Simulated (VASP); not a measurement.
A run of VASP 6.6.1 is set up as follows.

File INCAR:

```
SYSTEM = ZnF2
PREC = Accurate
ENCUT = 600
EDIFF = 1E-8
ISMEAR = 0
SIGMA = 0.01
LREAL = .FALSE.
LASPH = .TRUE.
NELM = 120
ALGO = Normal
ISIF = 2
LWAVE = .FALSE.
LCHARG = .FALSE.
GGA = PS
IBRION = 8
NSW = 1
GGA_COMPAT = .FALSE.
```

Contents of KPOINTS:

```
Automatic mesh
0
G
  4 4 6
  0 0 0
```

POSCAR

```
ZnF2
1.0
    4.6855894972      0.0000000000      0.0000000000
    0.0000000000      4.6855894972      0.0000000000
    0.0000000000      0.0000000000      3.1075525181
Zn F
2 4
Direct
    0.0000000000      0.0000000000      0.0000000000
    0.5000000000      0.5000000000      0.5000000000
    0.3031706835      0.3031706835      0.0000000000
    0.1968293165      0.8031706835      0.5000000000
    0.6968293165      0.6968293165      0.0000000000
    0.8031706835      0.1968293165      0.5000000000
```

Potentials or basis: VASP PAW PBE potentials, release 64 (Zn, F).

Launch:

```console
$ cat potpaw_PBE.64/Zn/POTCAR potpaw_PBE.64/F/POTCAR > POTCAR
$ mpirun -np 1 vasp_std > vasp.out
```

**Question.** Estimate the highest phonon frequency at Γ, LO-TO splitting left out.

**Answer.** 524 cm⁻¹.

Phonon frequencies in cm⁻¹ (negative: imaginary):
| q point | frequencies |
| --- | --- |
| (0.000, 0.000, 0.000) | -1 -1 0 34 114 157 157 240 250 250 256 256 315 355 376 407 407 524 |

Caveat: the cell stands under pressure or tension, which shifts response properties.
